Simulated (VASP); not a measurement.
# KMgF3 (P4/mmm) in VASP: further runs

KMgF3 is run at these levels: PBE; tasks: single point.

Everything below comes from runs of VASP 6.6.1. Logs are shortened: lines on timing, memory, paths and dates and some standing lists are left out, and cuts for length are marked.

## 1. The cell of the first run

Symmetry: P4/mmm, No. 123, tetragonal system. The conventional cell has a = 3.926 Å, b = 3.926 Å, c = 4.105 Å, α = 90.00°, β = 90.00°, γ = 90.00°. Within 3.7 Å of K (site symmetry 4/mmm) lie 12 F at 2.78 to 2.84 Å and 8 Mg at 3.45 Å. Within 2.6 Å of Mg (site symmetry 4/mmm) lie 6 F at 1.96 to 2.05 Å. F (site symmetry mmm) has 2 Mg at 1.96 Å within 2.6 Å. F (site symmetry 4/mmm) has 2 Mg at 2.05 Å within 2.7 Å.

## 2. Single point, PBE (strain -0.015 along x and y, +0.030 along z)

File INCAR:

```
SYSTEM = KMgF3
ALGO = Normal
EDIFF = 1E-6
ENCUT = 520
GGA = PE
ISIF = 2
ISMEAR = 0
LASPH = .True.
LCHARG = .False.
LREAL = .False.
LWAVE = .False.
NBANDS = 24
NELM = 80
PREC = Accurate
SIGMA = 0.05
```

File KPOINTS:

```
k-points
0
Gamma
  6 6 6
  0 0 0
```

File POSCAR:

```
KMgF3
1.0
    3.9261115000      0.0000000000      0.0000000000
    0.0000000000      3.9261115000      0.0000000000
    0.0000000000      0.0000000000      4.1054770000
K Mg F
1 1 3
Direct
    0.5000000000      0.5000000000      0.5000000000
    0.0000000000      0.0000000000      0.0000000000
    0.5000000000      0.0000000000      0.0000000000
    0.0000000000      0.5000000000      0.0000000000
    0.0000000000      0.0000000000      0.5000000000
```

Potentials or basis: VASP PAW PBE potentials, release 64 (K_sv, Mg, F).

Started as:

```sh
> cat potpaw_PBE.64/K_sv/POTCAR potpaw_PBE.64/Mg/POTCAR potpaw_PBE.64/F/POTCAR > POTCAR
> mpirun -np 1 vasp_std > vasp.out
```

OUTCAR:

```text
SYSTEM = KMgF3
   EDIFF = 1E-6
   ENCUT = 520
   GGA = PE
   ISIF = 2
   ISMEAR = 0
   LASPH = .True.
   LREAL = .False.
   NELM = 80
   PREC = Accurate

 ion  position               nearest neighbor table
   1  0.500  0.500  0.500-   5 2.78   5 2.78   5 2.78   5 2.78   4 2.84   3 2.84   4 2.84   3 2.84
                             4 2.84   3 2.84   4 2.84   3 2.84   2 3.45   2 3.45   2 3.45   2 3.45
   2  0.000  0.000  0.000-   3 1.96   4 1.96   4 1.96   3 1.96   5 2.05   5 2.05   1 3.45   1 3.45
                             1 3.45   1 3.45   1 3.45   1 3.45   1 3.45   1 3.45
   3  0.500  0.000  0.000-   2 1.96   2 1.96   1 2.84   1 2.84   1 2.84   1 2.84
   4  0.000  0.500  0.000-   2 1.96   2 1.96   1 2.84   1 2.84   1 2.84   1 2.84
   5  0.000  0.000  0.500-   2 2.05   2 2.05   1 2.78   1 2.78   1 2.78   1 2.78

  LATTYP: Found a simple tetragonal cell.
 ALAT       =     3.9261115000
 C/A-ratio  =     1.0456852792

  Lattice vectors:

 A1 = (   3.9261115000,   0.0000000000,   0.0000000000)
 A2 = (   0.0000000000,   3.9261115000,   0.0000000000)
 A3 = (   0.0000000000,   0.0000000000,   4.1054770000)

Analysis of symmetry for initial positions (statically):
=====================================================================
 Subroutine PRICEL returns:
 Original cell was already a primitive cell.

 Routine SETGRP: Setting up the symmetry group for a
 simple tetragonal supercell.

 Subroutine GETGRP returns: Found 16 space group operations
 (whereof 16 operations were pure point group operations)
 out of a pool of 16 trial point group operations.

The static configuration has the point symmetry D_4h.

Analysis of symmetry for dynamics (positions and initial velocities):
=====================================================================
 Subroutine PRICEL returns:
 Original cell was already a primitive cell.

 Routine SETGRP: Setting up the symmetry group for a
 simple tetragonal supercell.

 Subroutine GETGRP returns: Found 16 space group operations
 (whereof 16 operations were pure point group operations)
 out of a pool of 16 trial point group operations.

The dynamic configuration has the point symmetry D_4h.

 Subroutine INISYM returns: Found 16 space group operations
 (whereof 16 operations are pure point group operations),
 and found     1 'primitive' translations

----------------------------------------------------------------------------------------

                                     Primitive cell

  volume of cell :      63.2833

  direct lattice vectors                    reciprocal lattice vectors
     3.926111500  0.000000000  0.000000000     0.254704942  0.000000000  0.000000000
     0.000000000  3.926111500  0.000000000     0.000000000  0.254704942  0.000000000
     0.000000000  0.000000000  4.105477000     0.000000000  0.000000000  0.243577056

  length of vectors
     3.926111500  3.926111500  4.105477000     0.254704942  0.254704942  0.243577056

  position of ions in fractional coordinates (direct lattice)
     0.500000000  0.500000000  0.500000000
     0.000000000  0.000000000  0.000000000
     0.500000000  0.000000000  0.000000000
     0.000000000  0.500000000  0.000000000
     0.000000000  0.000000000  0.500000000

  ion indices of the primitive-cell ions
   primitive index   ion index
                 1           1
                 2           2
                 3           3
                 4           4
                 5           5

----------------------------------------------------------------------------------------

 KPOINTS: k-points

Automatic generation of k-mesh.
 Grid dimensions read from file:
 generate k-points for:    6    6    6

 Generating k-lattice:

  Cartesian coordinates                     Fractional coordinates (reciprocal lattice)
     0.042450824  0.000000000  0.000000000     0.166666667  0.000000000  0.000000000
     0.000000000  0.042450824  0.000000000     0.000000000  0.166666667  0.000000000
     0.000000000  0.000000000  0.040596176     0.000000000  0.000000000  0.166666667

  Length of vectors
     0.042450824  0.042450824  0.040596176

  Shift w.r.t. Gamma in fractional coordinates (k-lattice)
     0.000000000  0.000000000  0.000000000

 Subroutine IBZKPT returns following result:
 ===========================================

 Found     40 irreducible k-points:

 Following reciprocal coordinates:
            Coordinates               Weight
  0.000000  0.000000  0.000000      1.000000
  0.166667  0.000000  0.000000      4.000000
  0.333333  0.000000  0.000000      4.000000
  0.500000  0.000000  0.000000      2.000000
  0.166667  0.166667  0.000000      4.000000
  0.333333  0.166667  0.000000      8.000000
[... 16 lines left out ...]
  0.333333  0.000000  0.333333      8.000000
  0.500000  0.000000  0.333333      4.000000
 [... further k-points ...]
   k-points           NKPTS =     40   k-points in BZ     NKDIM =     40   number of bands    NBANDS=     24
   number of dos      NEDOS =    301   number of ions     NIONS =      5
   total plane-waves  NPLWV =  28800
   dimension x,y,z NGX =    30 NGY =   30 NGZ =   32
   dimension x,y,z NGXF=    60 NGYF=   60 NGZF=   64
   ions per type =               1   1   3
   NGX,Y,Z   is equivalent  to a cutoff of  12.70, 12.70, 12.96 a.u.
   NGXF,Y,Z  is equivalent  to a cutoff of  25.41, 25.41, 25.92 a.u.
 SYSTEM =  KMgF3
   PREC   = accura    normal or accurate (medium, high low for compatibility)
   ISTART =      0    job   : 0-new  1-cont  2-samecut
   ICHARG =      2    charge: 1-file 2-atom 10-const
   ISPIN  =      1    spin polarized calculation?
   LNONCOLLINEAR =      F non collinear calculations
   LSORBIT =      F    spin-orbit coupling
   LASPH  =      T    aspherical Exc in radial PAW
   ENCUT  =  520.0 eV  38.22 Ry    6.18 a.u.   7.30  7.30  7.63*2*pi/ulx,y,z
   NELM   =     80;   NELMIN=  2; NELMDL= -5     # of ELM steps
   EDIFF  = 0.1E-05   stopping-criterion for ELM
   LREAL  =      F    real-space projection
   EDIFFG = 0.1E-04   stopping-criterion for IOM
   NSW    =      0    number of steps for IOM
   IBRION =     -1    ionic relax: 0-MD 1-quasi-New 2-CG
   NFREE  =      0    steps in history (QN), initial steepest desc. (CG)
   ISIF   =      2    stress and relaxation
   ISYM   =      2    0-nonsym 1-usesym 2-fastsym
   POTIM  = 0.5000    time-step for ionic-motion
   TEBEG  =    0.0;   TEEND  =   0.0 temperature during run
   PSTRESS=    0.0 pullay stress
   NELECT =      32.0000    total number of electrons
   NUPDOWN=      -1.0000    fix difference up-down
   EMIN   =  10.00;   EMAX   =-10.00  energy-range for DOS
   EFERMI =   0.00;   METHOD = LEGACY
   ISMEAR =     0;   SIGMA  =   0.05  broadening in eV -4-tet -1-fermi 0-gaus
   EFERMI_NEDOS =   21; number of points for ismear=-14 and -15
   IALGO  =     38    algorithm
   IMIX   =      4    mixing-type and parameters
     AMIX     =   0.40;   BMIX     =  1.00
     AMIX_MAG =   1.60;   BMIX_MAG =  1.00
  volume/ion in A,a.u.               =      12.66        85.41
  Fermi-wavevector in a.u.,A,eV,Ry     =   1.304253  2.464681 23.144545  1.701076
  Thomas-Fermi vector in A             =   2.435201
   LORBIT       =      0    0 simple, 1 ext, 2 COOP (PROOUT), +10 PAW based schemes
   GGA     = PE    functional components
   LHFCALC =     F    Hartree Fock is set to
   AEXX    =    0.0000 exact exchange contribution
   IVDW    =     0    specifies the selected vdW correction
   LEPSILON=     F    determine dielectric tensor
   LRPA    =     F    only Hartree local field effects (RPA)
 non-spin polarized calculation
 Gauss-broadening in eV      SIGMA  =   0.05
  energy-cutoff  :      520.00
  volume of cell :       63.28
 maximum number of plane-waves:      1727
 NGX is ok and might be reduce to    30
   NGX = 15   NGY = 15   NGZ = 15

 number of electron      31.9999996 magnetization

 Free energy of the ion-electron system (eV)
  ---------------------------------------------------
  ext. energy  EPLUGINS =         0.00000000
  ---------------------------------------------------
  free energy    TOTEN  =       -24.38713707 eV

  energy without entropy =      -24.38713707  energy(sigma->0) =      -24.38713707

 E-fermi :  -1.2352     XC(G=0):  -9.6863

 val. band max:       -1.5705734011   @ k =   0.5000   0.5000   0.5000
 cond. band min:       5.7079662178   @ k =   0.0000   0.0000   0.0000
 fundamental gap:      7.2785396188
 Fermi energy:        -1.2351676895

 k-point     1 :       0.0000    0.0000    0.0000
  band No.  band energies     occupation
      1     -27.2508      2.00000
      2     -21.7474      2.00000
      3     -21.1223      2.00000
      4     -20.9847      2.00000
      5     -10.7716      2.00000
      6     -10.7272      2.00000
[... 16 lines left out ...]
     23      12.4394      0.00000
     24      14.7943      0.00000

 k-point     2 :       0.1667    0.0000    0.0000
  band No.  band energies     occupation
      1     -27.2429      2.00000
      2     -21.7104      2.00000
      3     -21.1544      2.00000
      4     -20.9923      2.00000
      5     -10.7561      2.00000
      6     -10.7287      2.00000
[... 16 lines left out ...]
     23      12.4446      0.00000
     24      14.8163      0.00000

 k-point     3 :       0.3333    0.0000    0.0000
  band No.  band energies     occupation
      1     -27.2270      2.00000
      2     -21.6163      2.00000
      3     -21.2483      2.00000
      4     -20.9997      2.00000
      5     -10.7315      2.00000
      6     -10.7248      2.00000
[... 16 lines left out ...]
     23      12.4386      0.00000
     24      14.8599      0.00000
[... 514 lines left out ...]
 k-point    23 :       0.3333    0.0000    0.3333
  band No.  band energies     occupation
      1     -27.2139      2.00000
      2     -21.5423      2.00000
      3     -21.2409      2.00000
      4     -21.0768      2.00000
      5     -10.7896      2.00000
      6     -10.7446      2.00000
[... 16 lines left out ...]
     23      12.6728      0.00000
     24      13.1598      0.00000

 k-point    24 :       0.5000    0.0000    0.3333
  band No.  band energies     occupation
      1     -27.2073      2.00000
      2     -21.4348      2.00000
      3     -21.3403      2.00000
      4     -21.0799      2.00000
      5     -10.7943      2.00000
      6     -10.7752      2.00000
[... 16 lines left out ...]
     23      12.8950      0.00000
     24      13.1854      0.00000

 [... further k-points ...]
[... 5 lines left out ...]
  --------------------------------------------------------------------------------------
  -------------------------------------------------------------------------------------
  Total        2.0178071      2.0178071      0.2708723      0.0000000      0.0000000      0.0000000
  in kB       51.0859355     51.0859355      6.8578232      0.0000000      0.0000000      0.0000000
  external PRESSURE =      36.3432314 kB  Pullay stress =       0.0000000 kB

 VOLUME and BASIS-vectors are now :
 -----------------------------------------------------------------------------
  energy-cutoff  :      520.00
  volume of cell :       63.28
      direct lattice vectors                 reciprocal lattice vectors
     3.926111500  0.000000000  0.000000000     0.254704942  0.000000000  0.000000000
     0.000000000  3.926111500  0.000000000     0.000000000  0.254704942  0.000000000
     0.000000000  0.000000000  4.105477000     0.000000000  0.000000000  0.243577056

 POSITION                                       TOTAL-FORCE (eV/Angst)
 -----------------------------------------------------------------------------------
      1.96306      1.96306      2.05274         0.000000      0.000000      0.000000
      0.00000      0.00000      0.00000         0.000000      0.000000      0.000000
      1.96306      0.00000      0.00000         0.000000      0.000000      0.000000
      0.00000      1.96306      0.00000         0.000000      0.000000      0.000000
      0.00000      0.00000      2.05274         0.000000      0.000000      0.000000
 -----------------------------------------------------------------------------------
    total drift:                                0.000000     -0.000000      0.000000

  FREE ENERGIE OF THE ION-ELECTRON SYSTEM (eV)
  ---------------------------------------------------
  free  energy   TOTEN  =       -24.3871370696 eV

  energy  without entropy=      -24.3871370696  energy(sigma->0) =      -24.38713707
```

Wall time 30 s (1 thread of Intel Xeon Platinum 8488C (Sapphire Rapids), shared host); peak memory 0.21 GiB.

Results:

* Free energy: -24.3871 eV
* Pressure: 3.6 GPa
* Band gap on the k mesh: 7.28 eV, indirect (least direct gap 7.62 eV)

Levels at points of the mesh, in eV from the valence-band top:
```csv
k point,band 12,band 13,band 14,band 15,band 16,band 17,band 18,band 19,band 20,band 21
"(0.00, 0.00, 0.00)",-0.62,-0.62,-0.34,-0.34,-0.34,7.28,9.96,10.16,12.12,12.12
"(0.50, 0.00, 0.00)",-0.99,-0.94,-0.88,-0.55,-0.55,10.15,10.45,11.21,12.58,12.78
"(0.50, 0.50, 0.00)",-1.16,-1.16,-0.78,-0.78,-0.01,10.93,11.83,12.61,12.61,12.73
"(0.00, 0.00, 0.50)",-0.91,-0.74,-0.74,-0.56,-0.56,9.98,10.36,10.89,12.80,12.80
"(0.50, 0.00, 0.50)",-1.09,-1.00,-0.99,-0.95,-0.07,10.86,11.60,12.48,12.61,12.88
"(0.50, 0.50, 0.50)",-1.21,-1.08,-0.04,-0.04,0.00,10.41,10.41,10.41,13.62,14.20
```

Caveat: the cell differs from its parent crystal (strain -0.015 along x and y, +0.030 along z).

(Continued in part 2 of 2.)
